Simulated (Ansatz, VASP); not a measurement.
**Two plane-wave programs on Hf2Br**

The input INCAR:

```
  PREC = Accurate
  ENCUT = 600
  EDIFF = 1E-7
  ISMEAR = 0
  SIGMA = 0.1
  LREAL = False
  LASPH = True
  NELM = 80
  ALGO = Normal
  ISIF = 3
  LWAVE = False
  LCHARG = False
  GGA = PE
  IBRION = 2
  NSW = 90
  EDIFFG = -0.04
```

The input KPOINTS:

```
Automatic mesh
0
Gamma
  6 6 4
```

File POSCAR:

```
Hf2Br
1.0
    4.1009840064      0.0000000000      0.0000000000
   -2.0504920032      3.5515563301      0.0000000000
    0.0000000000      0.0000000000      4.4279727644
Hf Br
2 1
Direct
    0.3333333333      0.6666666667      0.5000000000
    0.6666666667      0.3333333333      0.5000000000
    0.0000000000      0.0000000000      0.0000000000
```

Input for Ansatz:

```yaml
crystal:
  lattice:
    - [4.1009840064, 0.0, 0.0]
    - [-2.0504920032, 3.5515563301, 0.0]
    - [0.0, 0.0, 4.4279727644]
  atoms:
    - { symbol: Hf, position: [0.3333333333, 0.6666666667, 0.5] }
    - { symbol: Hf, position: [0.6666666667, 0.3333333333, 0.5] }
    - { symbol: Br, position: [0.0, 0.0, 0.0] }
basis:
  ecutwfc: 420
kpoints:
  mp_grid: { grid: [6, 6, 4] }
hamiltonian:
  xc: pbe
scf:
  occupations: { method: gaussian, width: 0.1 }
  lower_state_search: "off"
output:
  forces: true
  stress: true
  eigenvalues: true
relax:
  adjacent_minimum: "off"
  f_tol: 0.04
  max_steps: 70
  cell: { stress_tol: 0.4 }
```

Alike in both runs: task relaxation of cell and atoms; functional PBE; k mesh 6 × 6 × 4; occupations gaussian, width 0.1 eV; no spin polarisation.

```csv
,VASP,Ansatz
version,VASP 6.6.1,Ansatz 0.2.0
potentials or method,"VASP PAW PBE potentials, release 64 (Hf_pv, Br), cutoff 600 eV","scalar-relativistic, plane waves, PAW"
valence electrons in the cell,27,59
```

VASP gave:

```
gap on the k mesh at the Fermi level, each at its own relaxed structure (eV) : none
relaxed volume (Å³/atom)                                                     : 23.87
relaxed cell length with the largest relative difference (Å)                 : 5.193
```

Problem. Estimate Ansatz's values.

Solution. gap on the k mesh at the Fermi level, each at its own relaxed structure (eV): none; relaxed volume (Å³/atom): 24.03; relaxed cell length with the largest relative difference (Å): 5.206.

A gap of «none» marks a metal or a gap that the smearing closes. VASP's potentials hold 27 valence electrons a cell and Ansatz's 59, so a difference there can come from the potentials and not from the codes.

Neither program's run includes spin-orbit coupling.
